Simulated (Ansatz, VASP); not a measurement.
**One calculation of SiNi, two programs**

```
Ni Si
1.0
     0.00000    2.04279    2.04279
     2.04279    0.00000    2.04279
     2.04279    2.04279    0.00000
Ni Si
1 1
Direct
  0.00000 0.00000 0.00000
  0.50000 0.50000 0.50000
```

Change from the starting cell: volume scaled by 0.64, LAPW.

Alike in both runs: task single point; functional PBE; k mesh 14 × 14 × 14; occupations fermi-dirac, width 0.08 eV; no spin polarisation.

```csv
,VASP,Ansatz
version,VASP 6.6.1,Ansatz 0.2.0
potentials or method,"VASP PAW PBE potentials, release 64 (Ni, Si), cutoff 520 eV","all-electron LAPW, scalar-relativistic"
```

Ansatz gave:

* pressure (GPa): 167.4

Problem. Estimate VASP's values.

Solution. Pressure (GPa): 167.9.

Both programs put the cell under a high pressure, so it lies far from rest at this level. Ansatz ran all-electron here, and VASP with PAW potentials.

Noted on VASP's run: the cell as given lies far from equilibrium.
